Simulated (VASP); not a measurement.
# WC in VASP: further runs, part 2 of 2

VASP 6.6.1. Earlier steps stand in the parts before.

### 4 Single point, r2SCAN

This run uses another cell than the first one, of 10.41 Å³/atom, 0.934 times its volume.

POSCAR reads:

```
WC
1.0
    2.9118677777      0.0000000000      0.0000000000
   -1.4559338889      2.5217514680      0.0378262720
    0.0000000000      0.0425541224      2.8369414953
W C
1 1
Direct
    0.0000000000      0.0000000000      0.0000000000
    0.6666666667      0.3333333333      0.5000000000
```

INCAR.step1 reads:

```
PREC = Accurate
ENCUT = 520
ISMEAR = 0
SIGMA = 0.05
LREAL = F
LASPH = T
NELM = 60
NBANDS = 16
GGA = PE
ALGO = Normal
EDIFF = 1E-4
LWAVE = T
LCHARG = F
```

INCAR.step2 reads:

```
PREC = Accurate
ENCUT = 520
EDIFF = 1E-6
ISMEAR = 0
SIGMA = 0.05
LREAL = F
LASPH = T
NELM = 60
ALGO = Normal
ISIF = 2
LWAVE = F
LCHARG = F
METAGGA = R2SCAN
LMIXTAU = T
NBANDS = 16
ISTART = 1
```

KPOINTS reads:

```
Automatic mesh
0
Gamma
  14 14 12
```

Started as:

```bash
$ cat potpaw_PBE.64/W_sv/POTCAR potpaw_PBE.64/C/POTCAR > POTCAR
$ cp INCAR.step1 INCAR
$ mpirun -np 1 vasp_std > vasp.out
$ cp INCAR.step2 INCAR
$ mpirun -np 1 vasp_std > vasp.out
```

It took 4.1 min on 1 thread of Intel Xeon Platinum 8559C (Emerald Rapids), shared host; peak memory 0.31 GiB.

Results (log left out):

```yaml
Free_energy: -61.5941 eV
Pressure: 2.3 GPa
Largest_force: 0.027 eV/Å
Band_gap_on_the_k_mesh: zero (band 9 reaches 11.67 eV, above the bottom of band 10 at 10.35 eV)
```

Forces in eV/Å, atoms in the order of the input:
```
W    0.000  0.027  0.000
C    0.000 -0.027  0.000
```

Stress tensor (GPa, compression positive):
```
 1.98  0.00  0.00
 0.00  2.35 -9.61
 0.00 -9.61  2.57
```

Levels at points of the mesh, in eV from the Fermi level:
```
           k point  band 7  band 8  band 9  band 10  band 11  band 12
(0.00, 0.00, 0.00)   -3.48   -3.47    0.13     3.35     3.38     5.99
(0.50, 0.00, 0.00)   -3.78   -3.60   -0.51     2.46     4.71     5.11
(0.00, 0.50, 0.00)   -3.87   -3.51   -0.51     2.50     4.72     5.09
(0.00, 0.00, 0.50)   -2.10   -2.10   -0.56    -0.55     3.84     4.83
(0.50, 0.00, 0.50)   -4.47   -4.35    0.24     4.58     5.48     6.95
(0.00, 0.50, 0.50)   -4.48   -4.36    0.25     4.58     5.47     6.95
```

Caveat: the PAW data sets were made with another functional, which shifts forces and pressure a little; spin-orbit coupling is left out, which moves the levels of the heavy elements.

### 5 Relaxation of shape and atoms at fixed volume, r2SCAN (volume scaled by 0.960)

POSCAR reads:

```
WC
1.0
    2.8709023132      0.0000000000      0.0000000000
   -1.4354511566      2.4862743350      0.0000000000
    0.0000000000      0.0000000000      2.8017416321
W C
1 1
Direct
    0.0000000000      0.0000000000      0.0000000000
    0.6666666667      0.3333333333      0.5000000000
```

INCAR.step1 reads:

```
PREC = Accurate ; ENCUT = 600
ISMEAR = 0 ; SIGMA = 0.05
LREAL = F ; LASPH = T
NELM = 60 ; GGA = PE
ALGO = Normal ; EDIFF = 1E-4
LWAVE = T ; LCHARG = F
```

INCAR.step2 reads:

```
PREC = Accurate ; ENCUT = 600
EDIFF = 1E-7 ; ISMEAR = 0
SIGMA = 0.05 ; LREAL = F
LASPH = T ; NELM = 60
ALGO = Normal ; ISIF = 4
LWAVE = F ; LCHARG = F
METAGGA = R2SCAN ; LMIXTAU = T
IBRION = 2 ; NSW = 60
EDIFFG = -0.01 ; ISTART = 1
```

KPOINTS reads:

```
regular mesh
0
Gamma
  14 14 12
```

Potentials or basis: VASP PAW PBE potentials, release 64 (W_sv, C).

Started as:

```bash
$ cat potpaw_PBE.64/W_sv/POTCAR potpaw_PBE.64/C/POTCAR > POTCAR
$ cp INCAR.step1 INCAR
$ mpirun -np 1 vasp_std > vasp.out
$ cp INCAR.step2 INCAR
$ mpirun -np 1 vasp_std > vasp.out
```

OUTCAR:

```text
PREC = Accurate
   ENCUT = 600
   EDIFF = 1E-7
   ISMEAR = 0
   LREAL = F
   LASPH = T
   NELM = 60
   ISIF = 4
   METAGGA = R2SCAN
   IBRION = 2
   NSW = 60
   EDIFFG = -0.01
   ISTART = 1

 ion  position               nearest neighbor table
   1  0.000  0.000  0.000-   2 2.17   2 2.17   2 2.17   2 2.17   2 2.17   2 2.17
   2  0.667  0.333  0.500-   1 2.17   1 2.17   1 2.17   1 2.17   1 2.17   1 2.17

  LATTYP: Found a hexagonal cell.
 ALAT       =     2.8709023132
 C/A-ratio  =     0.9759097755

  Lattice vectors:

 A1 = (   2.8709023132,   0.0000000000,   0.0000000000)
 A2 = (  -1.4354511566,   2.4862743350,   0.0000000000)
 A3 = (   0.0000000000,   0.0000000000,   2.8017416321)

Analysis of symmetry for initial positions (statically):
=====================================================================
 Subroutine PRICEL returns:
 Original cell was already a primitive cell.

 Routine SETGRP: Setting up the symmetry group for a
 hexagonal supercell.

 Subroutine GETGRP returns: Found 12 space group operations
 (whereof 12 operations were pure point group operations)
 out of a pool of 24 trial point group operations.

The static configuration has the point symmetry D_3h.

Analysis of symmetry for dynamics (positions and initial velocities):
=====================================================================
 Subroutine PRICEL returns:
 Original cell was already a primitive cell.

 Routine SETGRP: Setting up the symmetry group for a
 hexagonal supercell.

 Subroutine GETGRP returns: Found 12 space group operations
 (whereof 12 operations were pure point group operations)
 out of a pool of 24 trial point group operations.

The dynamic configuration has the point symmetry D_3h.

 Subroutine INISYM returns: Found 12 space group operations
 (whereof 12 operations are pure point group operations),
 and found     1 'primitive' translations

----------------------------------------------------------------------------------------

                                     Primitive cell

  volume of cell :      19.9984

  direct lattice vectors                    reciprocal lattice vectors
     2.870902313  0.000000000  0.000000000     0.348322545  0.201104115  0.000000000
    -1.435451157  2.486274335  0.000000000     0.000000000  0.402208230  0.000000000
     0.000000000  0.000000000  2.801741632     0.000000000  0.000000000  0.356920848

  length of vectors
     2.870902313  2.870902313  2.801741632     0.402208230  0.402208230  0.356920848

  position of ions in fractional coordinates (direct lattice)
     0.000000000  0.000000000  0.000000000
     0.666666667  0.333333333  0.500000000

  ion indices of the primitive-cell ions
   primitive index   ion index
                 1           1
                 2           2

----------------------------------------------------------------------------------------

 KPOINTS: regular mesh

Automatic generation of k-mesh.
 Grid dimensions read from file:
[... 48 lines left out ...]
   number of dos      NEDOS =    301   number of ions     NIONS =      2
   total plane-waves  NPLWV =  13824
   dimension x,y,z NGX =    24 NGY =   24 NGZ =   24
   dimension x,y,z NGXF=    48 NGYF=   48 NGZF=   48
   ions per type =               1   1
   NGX,Y,Z   is equivalent  to a cutoff of  13.90, 13.90, 14.24 a.u.
   NGXF,Y,Z  is equivalent  to a cutoff of  27.80, 27.80, 28.48 a.u.
 SYSTEM =  unknown system
   PREC   = accura    normal or accurate (medium, high low for compatibility)
   ISTART =      1    job   : 0-new  1-cont  2-samecut
   ICHARG =      0    charge: 1-file 2-atom 10-const
   ISPIN  =      1    spin polarized calculation?
   LNONCOLLINEAR =      F non collinear calculations
   LSORBIT =      F    spin-orbit coupling
   LASPH  =      T    aspherical Exc in radial PAW
   ENCUT  =  600.0 eV  44.10 Ry    6.64 a.u.   5.73  5.73  5.60*2*pi/ulx,y,z
   NELM   =     60;   NELMIN=  2; NELMDL=  0     # of ELM steps
   EDIFF  = 0.1E-06   stopping-criterion for ELM
   LREAL  =      F    real-space projection
   EDIFFG = -.1E-01   stopping-criterion for IOM
   NSW    =     60    number of steps for IOM
   IBRION =      2    ionic relax: 0-MD 1-quasi-New 2-CG
   NFREE  =      1    steps in history (QN), initial steepest desc. (CG)
   ISIF   =      4    stress and relaxation
   ISYM   =      2    0-nonsym 1-usesym 2-fastsym
   POTIM  = 0.5000    time-step for ionic-motion
   TEBEG  =    0.0;   TEEND  =   0.0 temperature during run
   PSTRESS=    0.0 pullay stress
   NELECT =      18.0000    total number of electrons
   NUPDOWN=      -1.0000    fix difference up-down
   EMIN   =  10.00;   EMAX   =-10.00  energy-range for DOS
   EFERMI =   0.00;   METHOD = LEGACY
   ISMEAR =     0;   SIGMA  =   0.05  broadening in eV -4-tet -1-fermi 0-gaus
   EFERMI_NEDOS =   21; number of points for ismear=-14 and -15
   IALGO  =     38    algorithm
   IMIX   =      4    mixing-type and parameters
     AMIX     =   0.40;   BMIX     =  1.00
     AMIX_MAG =   1.60;   BMIX_MAG =  1.00
  volume/ion in A,a.u.               =      10.00        67.48
  Fermi-wavevector in a.u.,A,eV,Ry     =   1.580643  2.986982 33.993239  2.498433
  Thomas-Fermi vector in A             =   2.680839
   LORBIT       =      0    0 simple, 1 ext, 2 COOP (PROOUT), +10 PAW based schemes
   METAGGA = R2SCAN    functional components
   LHFCALC =     F    Hartree Fock is set to
   AEXX    =    0.0000 exact exchange contribution
   IVDW    =     0    specifies the selected vdW correction
   LEPSILON=     F    determine dielectric tensor
   LRPA    =     F    only Hartree local field effects (RPA)
 conjugate gradient relaxation of ions
 non-spin polarized calculation
 Gauss-broadening in eV      SIGMA  =   0.05
  energy-cutoff  :      600.00
  volume of cell :       20.00
 maximum number of plane-waves:       680
 NGX is ok and might be reduce to    24
   NGX = 11   NGY = 11   NGZ = 11

--------------------------------------- Ionic step        1  -------------------------------------------

 number of electron      18.0000000 magnetization

 Free energy of the ion-electron system (eV)
  ---------------------------------------------------
  ext. energy  EPLUGINS =         0.00000000
  ---------------------------------------------------
  free energy    TOTEN  =       -61.55850890 eV

  energy without entropy =      -61.55803495  energy(sigma->0) =      -61.55827192

------------------------ aborting loop because EDIFF is reached ----------------------------------------

  FORCE on cell =-STRESS in cart. coord.  units (eV):
  Direction    XX          YY          ZZ          XY          YZ          ZX
  --------------------------------------------------------------------------------------
  -------------------------------------------------------------------------------------
  Total        2.4381147      2.4381147      2.6594404      0.0000000     -0.0000000      0.0000000
  in kB      195.3300973    195.3300973    213.0616597      0.0000000     -0.0000000      0.0000000
  external PRESSURE =     201.2406181 kB  Pullay stress =       0.0000000 kB
[... 59 lines left out ...]
--------------------------------------- Ionic step        3  -------------------------------------------

 number of electron      18.0000000 magnetization

 Free energy of the ion-electron system (eV)
  ---------------------------------------------------
  ext. energy  EPLUGINS =         0.00000000
  ---------------------------------------------------
  free energy    TOTEN  =       -61.55866307 eV

  energy without entropy =      -61.55821242  energy(sigma->0) =      -61.55843774

 E-fermi :  11.4842     XC(G=0): -15.2094

 val. band max:       11.4596465133   @ k =   0.4286   0.0714   0.5000
 cond. band min:      11.4881581466   @ k =   0.0714   0.0000   0.3333
 fundamental gap:      0.0285116333
 Fermi energy:        11.4842315529

 k-point     1 :       0.0000    0.0000    0.0000
  band No.  band energies     occupation
      1     -64.3676      2.00000
      2     -27.6774      2.00000
      3     -27.5465      2.00000
      4     -27.5465      2.00000
      5      -4.0362      2.00000
      6       6.7794      2.00000
      7       7.8669      2.00000
      8       7.8669      2.00000
      9      11.5856      0.00414
     10      15.0920      0.00000
     11      15.0920      0.00000
     12      17.6688      0.00000
     13      17.6688      0.00000
[... 354 lines left out ...]
  band No.  band energies     occupation
      1     -64.2797      2.00000
      2     -28.3183      2.00000
      3     -28.1546      2.00000
      4     -27.5229      2.00000
      5       0.2767      2.00000
      6       4.4184      2.00000
      7       6.7297      2.00000
      8       7.7042      2.00000
      9      12.2866      0.00000
     10      12.2880      0.00000
     11      13.9471      0.00000
     12      15.2398      0.00000
     13      21.5050      0.00000

 [... further k-points ...]
[... 5 lines left out ...]
  --------------------------------------------------------------------------------------
  -------------------------------------------------------------------------------------
  Total        2.5002210      2.5002210      2.5006281      0.0000000      0.0000000     -0.0000000
  in kB      200.3057568    200.3057568    200.3383773      0.0000000      0.0000000     -0.0000000
  external PRESSURE =     200.3166303 kB  Pullay stress =       0.0000000 kB
[... 17 lines left out ...]
  FREE ENERGIE OF THE ION-ELECTRON SYSTEM (eV)
  ---------------------------------------------------
  free  energy   TOTEN  =       -61.5586630672 eV

  energy  without entropy=      -61.5582124156  energy(sigma->0) =      -61.55843774

 reached required accuracy - stopping structural energy minimisation
```

OUTCAR.step1:

```text
PREC = Accurate
   ENCUT = 600
   ISMEAR = 0
   LREAL = F
   LASPH = T
[... 606 lines left out ...]
 -----------------------------------------------------------------------------------
      0.00000      0.00000      0.00000         0.000000      0.000000      0.000000
      1.43545      0.82876      1.40087         0.000000     -0.000000      0.000000
 -----------------------------------------------------------------------------------
    total drift:                               -0.000000      0.000000      0.000000

  FREE ENERGIE OF THE ION-ELECTRON SYSTEM (eV)
  ---------------------------------------------------
  free  energy   TOTEN  =       -22.3726705149 eV

  energy  without entropy=      -22.3723455426  energy(sigma->0) =      -22.37250803
```

OSZICAR.step1:

```text
N       E                     dE             d eps       ncg     rms          rms(c)
DAV:   1     0.122483488545E+03    0.12248E+03   -0.10734E+04  4376   0.171E+03
DAV:   2    -0.210223292704E+02   -0.14351E+03   -0.13976E+03  4943   0.410E+02
DAV:   3    -0.253900745027E+02   -0.43677E+01   -0.43323E+01  5394   0.651E+01
DAV:   4    -0.254335605920E+02   -0.43486E-01   -0.43464E-01  4779   0.677E+00
DAV:   5    -0.254338876876E+02   -0.32710E-03   -0.32705E-03  5098   0.620E-01    0.350E+01
DAV:   6    -0.224501637721E+02    0.29837E+01   -0.91334E+00  4928   0.317E+01    0.984E+00
DAV:   7    -0.223989082739E+02    0.51255E-01   -0.36759E-01  4573   0.555E+00    0.664E+00
DAV:   8    -0.223740337328E+02    0.24875E-01   -0.58780E-02  4848   0.225E+00    0.967E-01
DAV:   9    -0.223726963196E+02    0.13374E-02   -0.39914E-03  4648   0.461E-01    0.110E-01
DAV:  10    -0.223726705149E+02    0.25805E-04   -0.23620E-04  4504   0.208E-01
   1 F= -.22372671E+02 E0= -.22372508E+02  d E =-.324972E-03
```

Wall time 2.8 min (1 thread of Intel Xeon Platinum 8559C (Emerald Rapids), shared host); peak memory 0.19 GiB.

Results:

```yaml
Free_energy: -61.5587 eV
Energy_gained_by_relaxing: 0.1 meV/atom
Ionic_steps: 3
Pressure_after_relaxing: 20.0 GPa
Band_gap_on_the_k_mesh: zero (band 9 reaches 12.29 eV, above the bottom of band 10 at 10.88 eV)
```

The path:
```
step  energy change (eV)  largest force (eV/Å)  pressure (GPa)  volume (Å³)
   1              0.0000                0.0000           20.12        20.00
   2              0.0002                0.0000           19.89        20.00
   3             -0.0002                0.0000           20.03        20.00
```

Final structure:
```
W C
1.0
     2.86890    0.00000    0.00000
    -1.43445    2.48454    0.00000
     0.00000    0.00000    2.80566
W C
1 1
Direct
  0.00000 0.00000 0.00000
  0.66667 0.33333 0.50000
```

Levels at points of the mesh, in eV from the Fermi level:
```
           k point  band 6  band 7  band 8  band 9  band 10  band 11  band 12  band 13
(0.00, 0.00, 0.00)   -4.70   -3.62   -3.62    0.10     3.61     3.61     6.18     6.18
(0.50, 0.00, 0.00)   -7.50   -3.94   -3.87   -0.50     2.62     5.01     5.42     7.53
(0.00, 0.00, 0.50)   -9.25   -2.16   -2.16   -0.61    -0.61     3.96     4.97     4.97
(0.50, 0.00, 0.50)   -6.96   -4.66   -4.46    0.31     4.90     5.79     7.35    10.10
```

Caveat: the cell differs from its parent crystal (volume scaled by 0.960); the PAW data sets were made with another functional, which shifts forces and pressure a little; spin-orbit coupling is left out, which moves the levels of the heavy elements.

### 6 Single point, PBE

This run uses another cell than the first one, of 10.52 Å³/atom, 0.944 times its volume.

INCAR reads:

```
PREC = Accurate
ENCUT = 520
EDIFF = 1E-6
ISMEAR = 0
SIGMA = 0.05
LREAL = F
LASPH = T
NELM = 60
ALGO = Normal
ISIF = 2
LWAVE = F
LCHARG = T
GGA = PE
LELF = T
LVHAR = T
NBANDS = 16
```

KPOINTS reads:

```
Automatic mesh
0
Gamma
  8 8 8
```

POSCAR reads:

```
WC
1.0
    2.9239487370      0.0000000000      0.0000000000
   -1.4619743685      2.5322138856      0.0000000000
    0.0000000000      0.0000000000      2.8426656716
W C
1 1
Direct
    0.0000000000      0.0000000000      0.0000000000
    0.6666666667      0.3333333333      0.5000000000
```

Potentials or basis: VASP PAW PBE potentials, release 64 (W_sv, C).

Started as:

```bash
$ cat potpaw_PBE.64/W_sv/POTCAR potpaw_PBE.64/C/POTCAR > POTCAR
$ mpirun -np 1 vasp_std > vasp.out
```

Run time: 12 s. Hardware: 1 thread of AMD EPYC 7R13 (Zen 3), shared host; peak memory 0.12 GiB.

Results (log left out):

- Free energy: -22.4535 eV
- Pressure: 1.1 GPa
- Band gap on the k mesh: zero (band 9 reaches 11.50 eV, above the bottom of band 10 at 10.33 eV)

Stress tensor (GPa, compression positive):
```
0.96 0.00 0.00
0.00 0.96 0.00
0.00 0.00 1.35
```

Levels at points of the mesh, in eV from the Fermi level:
| k point | band 5 | band 6 | band 7 | band 8 | band 9 | band 10 | band 11 | band 12 | band 13 | band 14 |
| --- | --- | --- | --- | --- | --- | --- | --- | --- | --- | --- |
| (0.00, 0.00, 0.00) | -14.36 | -4.24 | -3.31 | -3.31 | 0.10 | 3.17 | 3.17 | 5.55 | 5.55 | 6.24 |
| (0.50, 0.00, 0.00) | -11.07 | -6.99 | -3.53 | -3.51 | -0.51 | 2.31 | 4.43 | 4.75 | 6.78 | 9.58 |
| (0.00, 0.00, 0.50) | -10.40 | -8.56 | -2.03 | -2.03 | -0.56 | -0.56 | 3.66 | 4.45 | 4.45 | 9.88 |
| (0.50, 0.00, 0.50) | -11.22 | -6.38 | -4.29 | -4.17 | 0.26 | 4.32 | 5.21 | 6.49 | 9.02 | 9.95 |

Caveat: spin-orbit coupling is left out, which moves the levels of the heavy elements.

### 7 Overview

```csv
task,level,cell,k mesh,cutoff (eV),gap on the mesh (eV),pressure (GPa),largest force (eV/Å)
single point,r2SCAN,"a = 2.984, b = 2.984, c = 2.890 Å, angles 90.0, 90.0, 120.0°, 2 atoms",14 × 14 × 12,520,none,-22.1,-
single point,r2SCAN,"a = 2.912, b = 2.912, c = 2.837 Å, angles 90.0, 90.0, 120.0°, 2 atoms",14 × 14 × 12,520,none,1.9,0.31
single point,r2SCAN,"a = 2.912, b = 2.912, c = 2.837 Å, angles 88.5, 90.0, 120.0°, 2 atoms",14 × 14 × 12,520,none,2.3,0.03
relaxation of shape and atoms at fixed volume,r2SCAN,"relaxed from a = 2.871, b = 2.871, c = 2.802 Å, angles 90.0, 90.0, 120.0°, 2 atoms",14 × 14 × 12,600,none,20.0,-
single point,PBE,"a = 2.924, b = 2.924, c = 2.843 Å, angles 90.0, 90.0, 120.0°, 2 atoms",8 × 8 × 8,520,none,1.1,-
```

Alike in all rows: potentials or basis VASP PAW PBE potentials, release 64 (W_sv, C); no spin polarisation; smearing gaussian 0.05 eV.

Caveats: spin-orbit coupling is left out, which moves the levels of the heavy elements; the PAW data sets were made with another functional, which shifts forces and pressure a little (some runs).

Total energies depend on the potentials used, so only differences within one code and one set of settings carry meaning.
